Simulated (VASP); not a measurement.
# Ti3C in VASP: relaxation of the atoms with PBE

Aim: the relaxation of the atoms of Ti3C with PBE.

All numbers are computed with VASP 6.6.1; they aren't measurements. Logs are shortened: lines on timing, memory, paths and dates and some standing lists are left out, and cuts for length are marked.

## Step 1: The cell of the first run

The cell holds a slab with vacuum, 4 atoms: a = 2.819 Å, b = 2.819 Å, c = 19.826 Å, α = 90.00°, β = 90.00°, γ = 109.47°.

## Step 2: Relaxation of the atoms, PBE

INCAR reads:

```
SYSTEM = Ti3C
  ALGO = Fast
  DIPOL = 0.5 0.5 0.356
  EDIFF = 1E-6
  EDIFFG = -0.025
  ENCUT = 520
  GGA = PE
  IBRION = 2
  IDIPOL = 3
  ISIF = 2
  ISMEAR = 0
  LASPH = .TRUE.
  LCHARG = .FALSE.
  LDIPOL = .TRUE.
  LREAL = .FALSE.
  LWAVE = .FALSE.
  NELM = 100
  NSW = 36
  PREC = Accurate
  SIGMA = 0.1
```

KPOINTS reads:

```
k-points
0
G
  10 10 1
  0 0 0
```

POSCAR reads:

```
Ti3C
1.0
    2.8192036111      0.0000000000      0.0000000000
   -0.9397345370      2.6579706546      0.0000000000
    0.0000000000      0.0000000000     19.8263803360
Ti C
3 1
Selective dynamics
Direct
    0.5000000000      0.5000000000      0.2017514005  F F F
    0.0000000000      0.0000000000      0.3111715305  F F F
    0.5000000000      0.5000000000      0.4199647235  F F F
    0.5000000000      1.0000000000      0.4905777137  F F T
```

Potentials or basis: VASP PAW PBE potentials, release 64 (Ti_sv, C).

Command:

```bash
cat potpaw_PBE.64/Ti_sv/POTCAR potpaw_PBE.64/C/POTCAR > POTCAR
mpirun -np 1 vasp_std > vasp.out
```

OUTCAR:

```text
SYSTEM = Ti3C
   EDIFF = 1E-6
   EDIFFG = -0.025
   ENCUT = 520
   GGA = PE
   IBRION = 2
   ISIF = 2
   ISMEAR = 0
   LASPH = .TRUE.
   LREAL = .FALSE.
   NELM = 100
   NSW = 36
   PREC = Accurate

 ion  position               nearest neighbor table
   1  0.500  0.500  0.202-   2 2.71   2 2.71
   2  0.000  0.000  0.311-   3 2.70   3 2.70   1 2.71   1 2.71
   3  0.500  0.500  0.420-   4 1.99   4 1.99   2 2.70   2 2.70
   4  0.500  0.000  0.491-   3 1.99   3 1.99

  LATTYP: Found a base centered orthorhombic cell.
 ALAT       =     3.2553359276
 B/A-ratio  =     1.4142135624
 C/A-ratio  =     6.0904253132

  Lattice vectors:

 A1 = (   2.8192036111,   0.0000000000,   0.0000000000)
 A2 = (  -0.9397345370,   2.6579706546,   0.0000000000)
 A3 = (   0.0000000000,   0.0000000000,  19.8263803360)

Analysis of symmetry for initial positions (statically):
=====================================================================
 Subroutine PRICEL returns:
 Original cell was already a primitive cell.

 Routine SETGRP: Setting up the symmetry group for a
 base centered orthorhombic supercell.

 Subroutine GETGRP returns: Found  2 space group operations
 (whereof  2 operations were pure point group operations)
 out of a pool of  8 trial point group operations.

The static configuration has the point symmetry C_2 .

Analysis of symmetry for dynamics (positions and initial velocities):
=====================================================================
 Subroutine PRICEL returns:
 Original cell was already a primitive cell.

 Routine SETGRP: Setting up the symmetry group for a
 base centered orthorhombic supercell.

 Subroutine GETGRP returns: Found  2 space group operations
 (whereof  2 operations were pure point group operations)
 out of a pool of  8 trial point group operations.

The dynamic configuration has the point symmetry C_2 .

Analysis of constrained symmetry for selective dynamics:
=====================================================================
 Subroutine PRICEL returns:
 Original cell was already a primitive cell.

 Routine SETGRP: Setting up the symmetry group for a
 base centered orthorhombic supercell.

 Subroutine GETGRP returns: Found  2 space group operations
 (whereof  2 operations were pure point group operations)
 out of a pool of  8 trial point group operations.

The constrained configuration has the point symmetry C_2 .

 Subroutine INISYM returns: Found  2 space group operations
 (whereof  2 operations are pure point group operations),
 and found     1 'primitive' translations

----------------------------------------------------------------------------------------

                                     Primitive cell

  volume of cell :     148.5662

  direct lattice vectors                    reciprocal lattice vectors
     2.819203611  0.000000000  0.000000000     0.354710102  0.125408959  0.000000000
    -0.939734537  2.657970655  0.000000000     0.000000000  0.376226878  0.000000000
     0.000000000  0.000000000 19.826380336     0.000000000  0.000000000  0.050437850

  length of vectors
     2.819203611  2.819203611 19.826380336     0.376226878  0.376226878  0.050437850

  position of ions in fractional coordinates (direct lattice)
     0.500000000  0.500000000  0.201751401
     0.000000000  0.000000000  0.311171530
     0.500000000  0.500000000  0.419964724
     0.500000000  0.000000000  0.490577714

  ion indices of the primitive-cell ions
   primitive index   ion index
                 1           1
                 2           2
                 3           3
                 4           4

----------------------------------------------------------------------------------------

 KPOINTS: k-points

Automatic generation of k-mesh.
 Grid dimensions read from file:
 generate k-points for:   10   10    1

 Generating k-lattice:

  Cartesian coordinates                     Fractional coordinates (reciprocal lattice)
     0.035471010  0.012540896  0.000000000     0.100000000  0.000000000  0.000000000
     0.000000000  0.037622688  0.000000000     0.000000000  0.100000000  0.000000000
     0.000000000  0.000000000  0.050437850     0.000000000  0.000000000  1.000000000

  Length of vectors
     0.037622688  0.037622688  0.050437850

  Shift w.r.t. Gamma in fractional coordinates (k-lattice)
     0.000000000  0.000000000  0.000000000

 Subroutine IBZKPT returns following result:
 ===========================================

 Found     52 irreducible k-points:

 Following reciprocal coordinates:
            Coordinates               Weight
  0.000000  0.000000  0.000000      1.000000
  0.100000 -0.000000  0.000000      2.000000
  0.000000  0.100000  0.000000      2.000000
  0.200000 -0.000000  0.000000      2.000000
  0.000000  0.200000  0.000000      2.000000
  0.300000  0.000000  0.000000      2.000000
[... 16 lines left out ...]
 -0.300000  0.100000  0.000000      2.000000
  0.100000 -0.300000  0.000000      2.000000
 [... further k-points ...]
   k-points           NKPTS =     52   k-points in BZ     NKDIM =     52   number of bands    NBANDS=     24
   number of dos      NEDOS =    301   number of ions     NIONS =      4
   total plane-waves  NPLWV =  86400
   dimension x,y,z NGX =    24 NGY =   24 NGZ =  150
   dimension x,y,z NGXF=    48 NGYF=   48 NGZF=  300
   ions per type =               3   1
   NGX,Y,Z   is equivalent  to a cutoff of  14.15, 14.15, 12.58 a.u.
   NGXF,Y,Z  is equivalent  to a cutoff of  28.31, 28.31, 25.16 a.u.
 SYSTEM =  Ti3C
   PREC   = accura    normal or accurate (medium, high low for compatibility)
   ISTART =      0    job   : 0-new  1-cont  2-samecut
   ICHARG =      2    charge: 1-file 2-atom 10-const
   ISPIN  =      1    spin polarized calculation?
   LNONCOLLINEAR =      F non collinear calculations
   LSORBIT =      F    spin-orbit coupling
   LASPH  =      T    aspherical Exc in radial PAW
   ENCUT  =  520.0 eV  38.22 Ry    6.18 a.u.   5.24  5.24 36.86*2*pi/ulx,y,z
   NELM   =    100;   NELMIN=  2; NELMDL= -5     # of ELM steps
   EDIFF  = 0.1E-05   stopping-criterion for ELM
   LREAL  =      F    real-space projection
   EDIFFG = -.3E-01   stopping-criterion for IOM
   NSW    =     36    number of steps for IOM
   IBRION =      2    ionic relax: 0-MD 1-quasi-New 2-CG
   NFREE  =      1    steps in history (QN), initial steepest desc. (CG)
   ISIF   =      2    stress and relaxation
   ISYM   =      2    0-nonsym 1-usesym 2-fastsym
   POTIM  = 0.5000    time-step for ionic-motion
   TEBEG  =    0.0;   TEEND  =   0.0 temperature during run
   PSTRESS=    0.0 pullay stress
   NELECT =      40.0000    total number of electrons
   NUPDOWN=      -1.0000    fix difference up-down
   EMIN   =  10.00;   EMAX   =-10.00  energy-range for DOS
   EFERMI =   0.00;   METHOD = LEGACY
   ISMEAR =     0;   SIGMA  =   0.10  broadening in eV -4-tet -1-fermi 0-gaus
   EFERMI_NEDOS =   21; number of points for ismear=-14 and -15
   IALGO  =     68    algorithm
   IMIX   =      4    mixing-type and parameters
     AMIX     =   0.40;   BMIX     =  1.00
     AMIX_MAG =   1.60;   BMIX_MAG =  1.00
  volume/ion in A,a.u.               =      37.14       250.64
  Fermi-wavevector in a.u.,A,eV,Ry     =   1.057113  1.997654 15.204350  1.117488
  Thomas-Fermi vector in A             =   2.192374
   LORBIT       =      0    0 simple, 1 ext, 2 COOP (PROOUT), +10 PAW based schemes
   GGA     = PE    functional components
   LHFCALC =     F    Hartree Fock is set to
   AEXX    =    0.0000 exact exchange contribution
   IVDW    =     0    specifies the selected vdW correction
   LEPSILON=     F    determine dielectric tensor
   LRPA    =     F    only Hartree local field effects (RPA)
 conjugate gradient relaxation of ions
 non-spin polarized calculation
 RMM-DIIS sequential band-by-band and
 Gauss-broadening in eV      SIGMA  =   0.10
  energy-cutoff  :      520.00
  volume of cell :      148.57
 maximum number of plane-waves:      4027
 NGX is ok and might be reduce to    24
   NGX = 11   NGY = 11   NGZ = 73

--------------------------------------- Ionic step        1  -------------------------------------------

 number of electron      39.9999993 magnetization

 Free energy of the ion-electron system (eV)
  ---------------------------------------------------
  ext. energy  EPLUGINS =         0.00000000
  ---------------------------------------------------
  free energy    TOTEN  =       -28.09347618 eV

  energy without entropy =      -28.05226080  energy(sigma->0) =      -28.07286849

------------------------ aborting loop EDIFF was not reached (unconverged)  ----------------------------

  FORCE on cell =-STRESS in cart. coord.  units (eV):
  Direction    XX          YY          ZZ          XY          YZ          ZX
  --------------------------------------------------------------------------------------
  -------------------------------------------------------------------------------------
  Total        0.6511482      1.7757871      0.0873501     -0.8375620      0.0000000      0.0000000
  in kB        7.0221548     19.1505579      0.9420062     -9.0324904      0.0000000      0.0000000
  external PRESSURE =       9.0382396 kB  Pullay stress =       0.0000000 kB
[... 101 lines left out ...]
--------------------------------------- Ionic step        4  -------------------------------------------

 number of electron      39.9999993 magnetization

 dipolmoment           0.000000      0.000000      0.086771 electrons x Angstroem

 Free energy of the ion-electron system (eV)
  ---------------------------------------------------
  ext. energy  EPLUGINS =         0.00000000
  ---------------------------------------------------
  free energy    TOTEN  =       -28.17165410 eV

  energy without entropy =      -28.13329378  energy(sigma->0) =      -28.15247394

 E-fermi :  -0.1676     XC(G=0):  -5.3953

 val. band max:       -0.1924966314   @ k =   0.1000   0.3000   0.0000
 cond. band min:      -0.1596295750   @ k =  -0.3000   0.2000   0.0000
 fundamental gap:      0.0328670564
 Fermi energy:        -0.1675979359

 k-point     1 :       0.0000    0.0000    0.0000
  band No.  band energies     occupation
      1     -56.7905      2.00000
      2     -56.4617      2.00000
      3     -55.9219      2.00000
      4     -33.2116      2.00000
      5     -32.8112      2.00000
      6     -32.7421      2.00000
[... 637 lines left out ...]
     23       0.3762      0.00000
     24       1.5272      0.00000

 [... further k-points ...]

------------------------ aborting loop because EDIFF is reached ----------------------------------------

 vacuum level on the upper side and lower side of the slab       (xc-potential included)         1.006        -1.045

  FORCE on cell =-STRESS in cart. coord.  units (eV):
  Direction    XX          YY          ZZ          XY          YZ          ZX
  --------------------------------------------------------------------------------------
  -------------------------------------------------------------------------------------
  Total        1.3057022      4.5891459      1.7345152     -1.8836449      0.0000000      0.0000000
  in kB       14.0810376     49.4905629     18.7054707    -20.3137245      0.0000000      0.0000000
  external PRESSURE =      27.4256904 kB  Pullay stress =       0.0000000 kB
[... 19 lines left out ...]
  FREE ENERGIE OF THE ION-ELECTRON SYSTEM (eV)
  ---------------------------------------------------
  free  energy   TOTEN  =       -28.1716541046 eV

  energy  without entropy=      -28.1332937785  energy(sigma->0) =      -28.15247394

 reached required accuracy - stopping structural energy minimisation

 vacuum level on the upper side and lower side of the slab         6.195         4.072
```

It took 44 min on 1 thread of Oxide Virtual Turin-like, shared host; peak memory 0.36 GiB.

What came out:

```
Free energy               : -28.1717 eV
Energy gained by relaxing : 19.5 meV/atom
Ionic steps               : 4
Band gap on the k mesh    : zero (bands 20 and 21 overlap by 0.38 eV)
```

The path:
```csv
step,energy change (eV),largest force on free atoms (eV/Å),pressure (GPa)
1,0.0000,1.0501,0.90
2,-0.0468,0.7637,1.56
3,-0.0780,0.0676,2.63
4,-0.0782,0.0117,2.74
```

Final structure:
```yaml
crystal:
  lattice:
    - [2.81920, 0.00000, 0.00000]
    - [-0.93973, 2.65797, 0.00000]
    - [0.00000, 0.00000, 19.82638]
  atoms:
    - { symbol: Ti, position: [0.50000, 0.50000, 0.20175] }
    - { symbol: Ti, position: [0.00000, 0.00000, 0.31117] }
    - { symbol: Ti, position: [0.50000, 0.50000, 0.41996] }
    - { symbol: C, position: [0.50000, 0.00000, 0.48408] }
```

Levels at points of the mesh, in eV from the Fermi level:
```
           k point  band 16  band 17  band 18  band 19  band 20  band 21  band 22  band 23  band 24
(0.00, 0.00, 0.00)    -2.86    -0.84    -0.42    -0.20     0.03     0.70     1.13     1.14     1.35
(0.50, 0.00, 0.00)    -2.19    -1.80    -0.76    -0.50    -0.18     0.04     0.21     1.11     2.44
(0.00, 0.50, 0.00)    -1.88    -1.23    -0.36    -0.36    -0.11     0.10     0.37     1.16     2.64
(0.50, 0.50, 0.00)    -1.86    -1.77    -1.13    -0.51    -0.16     0.59     1.51     1.77     1.87
```

The gap in the log of VASP goes by the Fermi energy; the results here count the filled bands.